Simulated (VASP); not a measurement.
# C (P1) in VASP: a series of runs, part 2 of 2

VASP 6.6.1.

**3. Single point, PBEsol**

File INCAR:

```
SYSTEM = C
PREC = Accurate
ENCUT = 520
EDIFF = 1E-7
ISMEAR = -1
SIGMA = 0.36
LREAL = Auto
LASPH = .TRUE.
NELM = 80
ALGO = Normal
ISIF = 2
LWAVE = .FALSE.
LCHARG = .TRUE.
GGA = PS
LELF = .TRUE.
LVHAR = .TRUE.
NBANDS = 46
```

File KPOINTS:

```
regular mesh
0
G
  3 3 3
  0 0 0
```

File POSCAR:

```
C
1.0
    0.0000000000      3.7402520000      3.7402520000
    3.7402520000      0.0000000000      3.7402520000
    3.7402520000      3.7402520000      0.0000000000
C
16
Direct
   -0.0221776501      0.0594746022      0.0124456855
    0.0864380261      0.1896128924      0.1863510801
   -0.0326448592      0.0720539686      0.5399101451
    0.0937904719      0.2123118977      0.6434058454
   -0.0257602964      0.5578367447      0.0423634557
    0.0725753238      0.6930148022      0.1906154986
   -0.0656506567      0.6095444906      0.5170106185
    0.1089365102      0.6650755083      0.6593272325
    0.4456785265      0.0643940569      0.0619343296
    0.6023390937      0.1914309517      0.1528506635
    0.4545816699      0.0470422849      0.5795465118
    0.5771937292      0.1633713450      0.6954210572
    0.4692598253      0.5412870577      0.0659180184
    0.5849338494      0.6900069835      0.1846132293
    0.4612256073      0.5384931283      0.5839980836
    0.5262078598      0.6960359890      0.6944318190
```

Potentials or basis: VASP PAW PBE potentials, release 64 (C).

Command:

```sh
> cat potpaw_PBE.64/C/POTCAR > POTCAR
> mpirun -np 1 vasp_std > vasp.out
```

OUTCAR:

```text
SYSTEM = C
   PREC = Accurate
   ENCUT = 520
   EDIFF = 1E-7
   ISMEAR = -1
   LREAL = Auto
   LASPH = .TRUE.
   NELM = 80
   ISIF = 2
   GGA = PS

 ion  position               nearest neighbor table
   1  0.978  0.059  0.012-   4 1.60   6 1.60  10 1.62   2 1.79
   2  0.086  0.190  0.186-   3 1.53   9 1.55   5 1.59   1 1.79
   3  0.967  0.072  0.540-   2 1.53   4 1.60  12 1.69   8 1.76
[... 884 lines left out ...]
  -------------------------------------------------------------------------------------
  Total      -27.8145447    -29.4672708    -28.4893595      1.6970329     -0.0768653     -1.1873872
  in kB     -425.8434298   -451.1468298   -436.1749101     25.9817412     -1.1768146    -18.1790149
  external PRESSURE =    -437.7217232 kB  Pullay stress =       0.0000000 kB

 VOLUME and BASIS-vectors are now :
 -----------------------------------------------------------------------------
  energy-cutoff  :      520.00
  volume of cell :      104.65
      direct lattice vectors                 reciprocal lattice vectors
     0.000000000  3.740252000  3.740252000    -0.133680832  0.133680832  0.133680832
     3.740252000  0.000000000  3.740252000     0.133680832 -0.133680832  0.133680832
     3.740252000  3.740252000  0.000000000     0.133680832  0.133680832 -0.133680832

 POSITION                                       TOTAL-FORCE (eV/Angst)
 -----------------------------------------------------------------------------------
      0.26900      3.70385      3.87975         4.266991      0.762680     -0.460977
      1.40620      1.02030      1.03250        -1.629282     -2.343287      0.244402
      2.28890      5.63755      3.88765        -0.572857      0.967080     -1.570219
      3.20060      2.75730      1.14490         0.496010      0.596323     -2.792179
      2.24490      3.80235      5.73035         1.460510     -0.688126     -1.315920
      3.30500      0.98440      2.86350        -4.711951     -3.192668      2.862770
[... 8 lines left out ...]
      4.19840      3.90940      3.73920        -2.942892     -4.874097     -0.290432
      5.20070      4.56550      4.57150        -0.312354      5.569861      4.057509
 -----------------------------------------------------------------------------------
    total drift:                               -0.019256     -0.012006      0.006181

  FREE ENERGIE OF THE ION-ELECTRON SYSTEM (eV)
  ---------------------------------------------------
  free  energy   TOTEN  =      -147.1380194118 eV

  energy  without entropy=     -147.0853061236  energy(sigma->0) =     -147.11166277
```

OSZICAR:

```text
N       E                     dE             d eps       ncg     rms          rms(c)
DAV:   1     0.161838389128E+03    0.16184E+03   -0.32777E+04  1288   0.133E+03
DAV:   2    -0.136653579231E+03   -0.29849E+03   -0.28105E+03  1630   0.253E+02
DAV:   3    -0.150392448340E+03   -0.13739E+02   -0.13591E+02  1680   0.507E+01
DAV:   4    -0.150622097695E+03   -0.22965E+00   -0.22891E+00  1720   0.678E+00
DAV:   5    -0.150627125875E+03   -0.50282E-02   -0.50230E-02  1616   0.985E-01    0.134E+01
DAV:   6    -0.148024394977E+03    0.26027E+01   -0.19002E+00  1536   0.580E+00    0.787E+00
DAV:   7    -0.147133418189E+03    0.89098E+00   -0.21221E+00  1538   0.610E+00    0.157E+00
DAV:   8    -0.147137799309E+03   -0.43811E-02   -0.78289E-02  1656   0.124E+00    0.582E-01
DAV:   9    -0.147137956897E+03   -0.15759E-03   -0.53443E-03  1562   0.368E-01    0.730E-02
DAV:  10    -0.147137988950E+03   -0.32053E-04   -0.38915E-04  1688   0.951E-02    0.345E-02
DAV:  11    -0.147138012379E+03   -0.23429E-04   -0.50073E-05  1650   0.377E-02    0.177E-02
DAV:  12    -0.147138018743E+03   -0.63635E-05   -0.78461E-06  1592   0.141E-02    0.581E-03
DAV:  13    -0.147138019365E+03   -0.62183E-06   -0.11278E-06  1624   0.601E-03    0.113E-03
DAV:  14    -0.147138019412E+03   -0.47171E-07   -0.14651E-07   992   0.187E-03
   1 F= -.14713802E+03 E0= -.14711166E+03  d E =-.527133E-01
```

stdout:

```text
POSCAR found type information on POSCAR C
 POSCAR found :  1 types and      16 ions
 scaLAPACK will be used
 -----------------------------------------------------------------------------
|                                                                             |
|                                                                             |
|     You enforced a specific xc type in the INCAR file but a different       |
|     I HOPE YOU KNOW WHAT YOU ARE DOING!                                     |
|                                                                             |
 -----------------------------------------------------------------------------

 LDA part: xc-table for (Slater+PW92), standard interpolation
 POSCAR, INCAR and KPOINTS ok, starting setup
 FFT: planning ... GRIDC
 FFT: planning ... GRID_SOFT
 FFT: planning ... GRID
 WAVECAR not read
 entering main loop
```

It took 66 s on 1 thread of Intel Xeon Platinum 8488C (Sapphire Rapids), shared host; peak memory 0.24 GiB.

What came out:

```
Free energy            : -147.1380 eV
Pressure               : -43.8 GPa
Largest force          : 7.020 eV/Å
Band gap on the k mesh : 2.45 eV, direct
```

Forces on the atoms (eV/Å):
```
C    4.267  0.763 -0.461
C   -1.629 -2.343  0.244
C   -0.573  0.967 -1.570
C    0.496  0.596 -2.792
C    1.461 -0.688 -1.316
C   -4.712 -3.193  2.863
C    0.470  6.198 -3.262
C    4.609 -1.653 -0.464
C   -1.330  2.030  0.818
C    0.247  1.319 -1.969
C   -1.117 -4.161  1.461
C    0.823  0.891  2.403
C    2.071 -1.991  0.946
C   -1.827  0.570 -0.667
C   -2.943 -4.874 -0.290
C   -0.312  5.570  4.058
```

Levels at points of the mesh, in eV from the valence-band top:
```tsv
k point	band 29	band 30	band 31	band 32	band 33	band 34	band 35	band 36
(0.00, 0.00, 0.00)	-2.19	-0.36	-0.03	0.00	2.45	2.70	3.12	3.47
```

Caveat: the k points lie up to 0.48 Å⁻¹ apart; the PAW data sets were made with another functional, which shifts forces and pressure a little.

**4. Single point, PBEsol**

File INCAR:

```
SYSTEM = C
  PREC = Accurate
  ENCUT = 520
  EDIFF = 1E-7
  ISMEAR = -1
  SIGMA = 0.36
  LREAL = Auto
  LASPH = .TRUE.
  NELM = 100
  ALGO = Normal
  ISIF = 2
  LWAVE = .FALSE.
  LCHARG = .TRUE.
  GGA = PS
  LELF = .TRUE.
  LVHAR = .TRUE.
  NBANDS = 46
```

File KPOINTS:

```
Automatic mesh
0
G
  3 3 3
  0 0 0
```

File POSCAR:

```
C
1.0
    0.0000000000      3.7402520000      3.7402520000
    3.7402520000      0.0000000000      3.7402520000
    3.7402520000      3.7402520000      0.0000000000
C
16
Direct
    0.0133279790      0.0597954362      0.0329790613
    0.1427310245      0.2001068377      0.1595213371
    0.0528975053      0.0787246421      0.5301648124
    0.1510058681      0.2133011359      0.6554371203
    0.0231802563      0.5791855736     -0.0368959097
    0.1960028362      0.7271969910      0.0713588282
    0.0699952837      0.5510858627      0.4905017095
    0.2128599891      0.6999394693      0.6104535202
    0.4982418297      0.1040437917      0.0345297590
    0.6547553480      0.2104537341      0.1961498851
    0.5472759589      0.0755965106      0.5956416840
    0.6662385315      0.2258136618      0.6429780667
    0.4888173310      0.6038363191      0.0257469283
    0.5748008423      0.7333195731      0.1530645529
    0.5709508343      0.6366683314      0.4581509481
    0.7240554914      0.6626959895      0.6596213303
```

Command:

```sh
> cat potpaw_PBE.64/C/POTCAR > POTCAR
> mpirun -np 1 vasp_std > vasp.out
```

Wall time 74 s (1 thread of Intel Xeon Platinum 8488C (Sapphire Rapids), shared host); peak memory 0.24 GiB.

The run converged. Its results:

| Quantity | Value |
| --- | --- |
| Free energy | -139.2445 eV |
| Pressure | -30.8 GPa |
| Largest force | 14.456 eV/Å |
| Band gap on the k mesh | 0.84 eV, direct |

Forces in eV/Å, atoms in the order of the input:
```
C     3.050  -0.132   4.210
C    -0.083  -1.810   2.148
C    -1.153  -2.575  -0.993
C    -2.145   3.064  -0.242
C     2.024   4.165   1.597
C     5.353  -6.077 -11.974
C     3.704   0.530   2.393
C     2.335  -2.298  -2.698
C    -0.368   1.205   0.678
C    -2.568  -2.564  -3.086
C    -6.671  -6.481  -0.618
C     2.303   3.564   1.009
C    -7.751   9.342   5.311
C    -2.268   2.227   8.777
C     1.629   4.453  -7.360
C     2.609  -6.612   0.847
```

Stress tensor (GPa, compression positive):
```
-30.44  -3.24   0.94
 -3.24 -29.06   7.06
  0.94   7.06 -32.96
```

Levels at points of the mesh, in eV from the valence-band top:
```csv
k point,band 30,band 31,band 32,band 33,band 34,band 35
"(0.00, 0.00, 0.00)",-0.60,-0.18,0.00,0.84,1.58,2.41
```

Caveat: the k points lie up to 0.48 Å⁻¹ apart; the PAW data sets were made with another functional, which shifts forces and pressure a little.
